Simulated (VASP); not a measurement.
# Sn (Fd-3m) in VASP: relaxation of cell and atoms with r2SCAN

Aim: the relaxation of cell and atoms of Sn with r2SCAN.

Program: VASP 6.6.1. These are calculated values, not measurements. Logs are shortened: lines on timing, memory, paths and dates and some standing lists are left out, and cuts for length are marked.

## 1. The cell of the first run

Symmetry: Fd-3m, No. 227, cubic system. Conventional cell: a = 6.570 Å, b = 6.570 Å, c = 6.570 Å, α = 90.00°, β = 90.00°, γ = 90.00°. Within 3.7 Å of Sn (site symmetry -43m) lie 4 Sn at 2.84 Å.

This isn't the form of Sn at room conditions, which is tetragonal (white tin).

## 2. Relaxation of cell and atoms, r2SCAN

The input, POSCAR:

```
Sn
1.0
    0.0000000000      3.2849869970      3.2849869970
    3.2849869970      0.0000000000      3.2849869970
    3.2849869970      3.2849869970      0.0000000000
Sn
2
Direct
    0.0000000000      0.0000000000      0.0000000000
    0.2500000000      0.2500000000      0.2500000000
```

The input, INCAR.step1:

```
SYSTEM = Sn
PREC = Accurate
ENCUT = 600
ISMEAR = 0
SIGMA = 0.1
LREAL = .False.
LASPH = .True.
NELM = 80
GGA = PE
ALGO = Normal
EDIFF = 1E-4
LWAVE = .True.
LCHARG = .False.
```

The input, INCAR.step2:

```
SYSTEM = Sn
PREC = Accurate
ENCUT = 600
EDIFF = 1E-7
ISMEAR = 0
SIGMA = 0.1
LREAL = .False.
LASPH = .True.
NELM = 80
ALGO = Normal
ISIF = 3
LWAVE = .False.
LCHARG = .False.
METAGGA = R2SCAN
LMIXTAU = .True.
IBRION = 2
NSW = 100
EDIFFG = -0.005
ISTART = 1
```

The input, KPOINTS:

```
Automatic mesh
0
Gamma
  12 12 12
  0 0 0
```

Potentials or basis: VASP PAW PBE potentials, release 64 (Sn_d).

The run is started by

```
$ cat potpaw_PBE.64/Sn_d/POTCAR > POTCAR
$ cp INCAR.step1 INCAR
$ mpirun -np 1 vasp_std > vasp.out
$ cp INCAR.step2 INCAR
$ mpirun -np 1 vasp_std > vasp.out
```

OUTCAR:

```text
SYSTEM = Sn
   PREC = Accurate
   ENCUT = 600
   EDIFF = 1E-7
   ISMEAR = 0
   LREAL = .False.
   LASPH = .True.
   NELM = 80
   ISIF = 3
   METAGGA = R2SCAN
   IBRION = 2
   NSW = 100
   EDIFFG = -0.005
   ISTART = 1

 ion  position               nearest neighbor table
   1  0.000  0.000  0.000-   2 2.84   2 2.84   2 2.84   2 2.84
   2  0.250  0.250  0.250-   1 2.84   1 2.84   1 2.84   1 2.84

  LATTYP: Found a face centered cubic cell.
 ALAT       =     6.5699739940

  Lattice vectors:

 A1 = (   0.0000000000,   3.2849869970,   3.2849869970)
 A2 = (   3.2849869970,   0.0000000000,   3.2849869970)
 A3 = (   3.2849869970,   3.2849869970,   0.0000000000)

Analysis of symmetry for initial positions (statically):
=====================================================================
 Subroutine PRICEL returns:
 Original cell was already a primitive cell.

 Routine SETGRP: Setting up the symmetry group for a
 face centered cubic supercell.

 Subroutine GETGRP returns: Found 48 space group operations
 (whereof 24 operations were pure point group operations)
 out of a pool of 48 trial point group operations.

The static configuration has the point symmetry T_d .
 The point group associated with its full space group is O_h .

Analysis of symmetry for dynamics (positions and initial velocities):
=====================================================================
 Subroutine PRICEL returns:
 Original cell was already a primitive cell.

 Routine SETGRP: Setting up the symmetry group for a
 face centered cubic supercell.

 Subroutine GETGRP returns: Found 48 space group operations
 (whereof 24 operations were pure point group operations)
 out of a pool of 48 trial point group operations.

The dynamic configuration has the point symmetry T_d .
 The point group associated with its full space group is O_h .

 Subroutine INISYM returns: Found 48 space group operations
 (whereof 24 operations are pure point group operations),
 and found     1 'primitive' translations

----------------------------------------------------------------------------------------

                                     Primitive cell

  volume of cell :      70.8975

  direct lattice vectors                    reciprocal lattice vectors
     0.000000000  3.284986997  3.284986997    -0.152207604  0.152207604  0.152207604
     3.284986997  0.000000000  3.284986997     0.152207604 -0.152207604  0.152207604
     3.284986997  3.284986997  0.000000000     0.152207604  0.152207604 -0.152207604

  length of vectors
     4.645673163  4.645673163  4.645673163     0.263631303  0.263631303  0.263631303

  position of ions in fractional coordinates (direct lattice)
     0.000000000  0.000000000  0.000000000
     0.250000000  0.250000000  0.250000000

  ion indices of the primitive-cell ions
   primitive index   ion index
                 1           1
                 2           2

----------------------------------------------------------------------------------------

 KPOINTS: Automatic mesh

Automatic generation of k-mesh.
 Grid dimensions read from file:
 generate k-points for:   12   12   12

 Generating k-lattice:

  Cartesian coordinates                     Fractional coordinates (reciprocal lattice)
    -0.012683967  0.012683967  0.012683967     0.083333333  0.000000000  0.000000000
     0.012683967 -0.012683967  0.012683967     0.000000000  0.083333333  0.000000000
     0.012683967  0.012683967 -0.012683967     0.000000000  0.000000000  0.083333333

  Length of vectors
     0.021969275  0.021969275  0.021969275

  Shift w.r.t. Gamma in fractional coordinates (k-lattice)
     0.000000000  0.000000000  0.000000000

 Subroutine IBZKPT returns following result:
 ===========================================

 Found     72 irreducible k-points:

 Following reciprocal coordinates:
            Coordinates               Weight
  0.000000  0.000000  0.000000      1.000000
  0.083333  0.000000  0.000000      8.000000
  0.166667  0.000000  0.000000      8.000000
  0.250000  0.000000  0.000000      8.000000
  0.333333  0.000000  0.000000      8.000000
  0.416667  0.000000  0.000000      8.000000
[... 16 lines left out ...]
  0.500000  0.166667  0.000000     24.000000
 -0.416667  0.166667  0.000000     24.000000
 [... further k-points ...]
   k-points           NKPTS =     72   k-points in BZ     NKDIM =     72   number of bands    NBANDS=     18
   number of dos      NEDOS =    301   number of ions     NIONS =      2
   total plane-waves  NPLWV =  64000
   dimension x,y,z NGX =    40 NGY =   40 NGZ =   40
   dimension x,y,z NGXF=    80 NGYF=   80 NGZF=   80
   ions per type =               2
   NGX,Y,Z   is equivalent  to a cutoff of  14.31, 14.31, 14.31 a.u.
   NGXF,Y,Z  is equivalent  to a cutoff of  28.63, 28.63, 28.63 a.u.
 SYSTEM =  Sn
   PREC   = accura    normal or accurate (medium, high low for compatibility)
   ISTART =      1    job   : 0-new  1-cont  2-samecut
   ICHARG =      0    charge: 1-file 2-atom 10-const
   ISPIN  =      1    spin polarized calculation?
   LNONCOLLINEAR =      F non collinear calculations
   LSORBIT =      F    spin-orbit coupling
   LASPH  =      T    aspherical Exc in radial PAW
   ENCUT  =  600.0 eV  44.10 Ry    6.64 a.u.   9.28  9.28  9.28*2*pi/ulx,y,z
   NELM   =     80;   NELMIN=  2; NELMDL=  0     # of ELM steps
   EDIFF  = 0.1E-06   stopping-criterion for ELM
   LREAL  =      F    real-space projection
   EDIFFG = -.5E-02   stopping-criterion for IOM
   NSW    =    100    number of steps for IOM
   IBRION =      2    ionic relax: 0-MD 1-quasi-New 2-CG
   NFREE  =      1    steps in history (QN), initial steepest desc. (CG)
   ISIF   =      3    stress and relaxation
   ISYM   =      2    0-nonsym 1-usesym 2-fastsym
   POTIM  = 0.5000    time-step for ionic-motion
   TEBEG  =    0.0;   TEEND  =   0.0 temperature during run
   PSTRESS=    0.0 pullay stress
   NELECT =      28.0000    total number of electrons
   NUPDOWN=      -1.0000    fix difference up-down
   EMIN   =  10.00;   EMAX   =-10.00  energy-range for DOS
   EFERMI =   0.00;   METHOD = LEGACY
   ISMEAR =     0;   SIGMA  =   0.10  broadening in eV -4-tet -1-fermi 0-gaus
   EFERMI_NEDOS =   21; number of points for ismear=-14 and -15
   IALGO  =     38    algorithm
   IMIX   =      4    mixing-type and parameters
     AMIX     =   0.40;   BMIX     =  1.00
     AMIX_MAG =   1.60;   BMIX_MAG =  1.00
  volume/ion in A,a.u.               =      35.45       239.22
  Fermi-wavevector in a.u.,A,eV,Ry     =   1.201113  2.269774 19.628749  1.442672
  Thomas-Fermi vector in A             =   2.336931
   LORBIT       =      0    0 simple, 1 ext, 2 COOP (PROOUT), +10 PAW based schemes
   METAGGA = R2SCAN    functional components
   LHFCALC =     F    Hartree Fock is set to
   AEXX    =    0.0000 exact exchange contribution
   IVDW    =     0    specifies the selected vdW correction
   LEPSILON=     F    determine dielectric tensor
   LRPA    =     F    only Hartree local field effects (RPA)
 conjugate gradient relaxation of ions
 non-spin polarized calculation
 Gauss-broadening in eV      SIGMA  =   0.10
  energy-cutoff  :      600.00
  volume of cell :       70.90
 maximum number of plane-waves:      2421
 NGX is ok and might be reduce to    40
   NGX = 19   NGY = 19   NGZ = 19

--------------------------------------- Ionic step        1  -------------------------------------------

 number of electron      27.9999999 magnetization

 Free energy of the ion-electron system (eV)
  ---------------------------------------------------
  ext. energy  EPLUGINS =         0.00000000
  ---------------------------------------------------
  free energy    TOTEN  =       -49.49770371 eV

  energy without entropy =      -49.49729629  energy(sigma->0) =      -49.49750000

------------------------ aborting loop because EDIFF is reached ----------------------------------------

  FORCE on cell =-STRESS in cart. coord.  units (eV):
  Direction    XX          YY          ZZ          XY          YZ          ZX
  --------------------------------------------------------------------------------------
  -------------------------------------------------------------------------------------
  Total       -0.0289545     -0.0289545     -0.0289545     -0.0000000      0.0000000      0.0000000
  in kB       -0.6543275     -0.6543275     -0.6543275     -0.0000000      0.0000000      0.0000000
  external PRESSURE =      -0.6543275 kB  Pullay stress =       0.0000000 kB
[... 57 lines left out ...]
  energy  without entropy=      -49.4973315120  energy(sigma->0) =      -49.49752739

--------------------------------------- Ionic step        3  -------------------------------------------

 number of electron      27.9999999 magnetization

 Free energy of the ion-electron system (eV)
  ---------------------------------------------------
  ext. energy  EPLUGINS =         0.00000000
  ---------------------------------------------------
  free energy    TOTEN  =       -49.49772615 eV

  energy without entropy =      -49.49733019  energy(sigma->0) =      -49.49752817

 E-fermi :   5.2075     XC(G=0):  -9.4255

 val. band max:        5.0718455979   @ k =   0.0833   0.0000   0.0000
 cond. band min:       5.2122482455   @ k =   0.0000   0.0000   0.0000
 fundamental gap:      0.1404026476
 Fermi energy:         5.2075018178

 k-point     1 :       0.0000    0.0000    0.0000
  band No.  band energies     occupation
      1     -17.1286      2.00000
      2     -17.1286      2.00000
      3     -17.1286      2.00000
      4     -17.0668      2.00000
      5     -17.0668      2.00000
      6     -16.7719      2.00000
[... 10 lines left out ...]
     17       7.4259      0.00000
     18       7.4259      0.00000
[... 466 lines left out ...]
      2     -17.1716      2.00000
      3     -17.0704      2.00000
      4     -16.9916      2.00000
      5     -16.9818      2.00000
      6     -16.8563      2.00000
[... 10 lines left out ...]
     17       9.3065      0.00000
     18      11.4708      0.00000

 [... further k-points ...]

------------------------ aborting loop because EDIFF is reached ----------------------------------------

  FORCE on cell =-STRESS in cart. coord.  units (eV):
  Direction    XX          YY          ZZ          XY          YZ          ZX
  --------------------------------------------------------------------------------------
  -------------------------------------------------------------------------------------
  Total        0.0011141      0.0011141      0.0011141      0.0000000      0.0000000      0.0000000
  in kB        0.0252146      0.0252146      0.0252146      0.0000000      0.0000000      0.0000000
  external PRESSURE =       0.0252146 kB  Pullay stress =       0.0000000 kB
[... 17 lines left out ...]
  FREE ENERGIE OF THE ION-ELECTRON SYSTEM (eV)
  ---------------------------------------------------
  free  energy   TOTEN  =       -49.4977261526 eV

  energy  without entropy=      -49.4973301923  energy(sigma->0) =      -49.49752817

 reached required accuracy - stopping structural energy minimisation
```

It took 9.9 min on 1 thread of Intel Xeon 6975P-C (Granite Rapids), shared host; peak memory 0.32 GiB.

Results:

```yaml
Free_energy: -49.4977 eV
Relaxed_volume: 35.39 Å³/atom
Relaxed_cell: a = 4.643 Å, b = 4.643 Å, c = 4.643 Å, α = 60.00°, β = 60.00°, γ = 60.00°
Space_group_after_relaxing_to_0.1_Å: Fd-3m (No. 227)
Energy_gained_by_relaxing: 0.0 meV/atom
Ionic_steps: 3
Pressure_after_relaxing: 0.0 GPa
Band_gap_on_the_k_mesh: zero (filled and empty bands touch)
```

Final structure:
```cif
data_structure
_symmetry_space_group_name_H-M 'P 1'
_symmetry_Int_Tables_number 1
_cell_length_a 4.6433
_cell_length_b 4.6433
_cell_length_c 4.6433
_cell_angle_alpha 60.000
_cell_angle_beta 60.000
_cell_angle_gamma 60.000
_cell_volume 70.79
loop_
_atom_site_label
_atom_site_type_symbol
_atom_site_fract_x
_atom_site_fract_y
_atom_site_fract_z
_atom_site_occupancy
Sn1 Sn 0.00000 0.00000 0.00000 1
Sn2 Sn 0.25000 0.25000 0.25000 1
```

Levels at points of the mesh, in eV from the Fermi level:
| k point | band 11 | band 12 | band 13 | band 14 | band 15 | band 16 | band 17 | band 18 |
| --- | --- | --- | --- | --- | --- | --- | --- | --- |
| (0.00, 0.00, 0.00) | -10.89 | -0.62 | 0.00 | 0.00 | 0.00 | 2.22 | 2.22 | 2.22 |
| (0.50, 0.00, 0.00) | -9.25 | -6.46 | -1.21 | -1.21 | 0.06 | 3.35 | 3.35 | 5.96 |
| (0.50, 0.50, 0.00) | -7.74 | -7.74 | -2.56 | -2.56 | 0.96 | 0.96 | 7.93 | 7.93 |

Caveat: the PAW data sets were made with another functional, which shifts forces and pressure a little; spin-orbit coupling is left out, which moves the levels of the heavy elements.

The gap in the log of VASP goes by the Fermi energy; the results here count the filled bands.